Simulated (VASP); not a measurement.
B4Pb:

```
B Pb
1.0
    -2.45712    2.45712    2.45712
     2.45712   -2.45712    2.45712
     2.45712    2.45712   -2.45712
B Pb
4 1
Cartesian
  1.2286 1.2286 1.2286
  -1.2286 1.2286 1.2286
  1.2286 1.2286 -1.2286
  1.2286 -1.2286 1.2286
  0.0000 0.0000 0.0000
```

The cell was generated, and may not be a known phase.

```yaml
Program: VASP 6.6.1
Task: relaxation of cell and atoms
Functional: PBE
Potentials_or_basis: VASP PAW PBE potentials, release 64 (B, Pb_d)
Cutoff: 600 eV
k_mesh: 6 × 6 × 6
Occupations: gaussian, width 0.1 eV
Spin: no spin polarisation
```

At the start: pressure 34.9 GPa; volume 11.87 Å³/atom.

How do energy, volume and symmetry change on relaxing?

Over 3 steps the energy falls by 362.0 meV/atom and the volume is 16.32 Å³/atom (+37.5 %); space group Im-3m (No. 229, to 0.1 Å) before and after.

The path:
| step | energy change (eV) | largest force (eV/Å) | pressure (GPa) | volume (Å³) |
| --- | --- | --- | --- | --- |
| 1 | 0.0000 | 0.0000 | 34.94 | 59.34 |
| 2 | -1.8021 | 0.0000 | -1.28 | 84.46 |
| 3 | -1.8099 | 0.0000 | 0.38 | 81.58 |

Final structure:
```
B Pb
1.0
    -2.73215    2.73215    2.73215
     2.73215   -2.73215    2.73215
     2.73215    2.73215   -2.73215
B Pb
4 1
Direct
  0.50000 0.50000 0.50000
  0.50000 0.00000 0.00000
  0.00000 0.00000 0.50000
  0.00000 0.50000 0.00000
  0.00000 0.00000 0.00000
```

Caveat: the volume moved by over 15 % at a fixed basis, so the end points are rough.
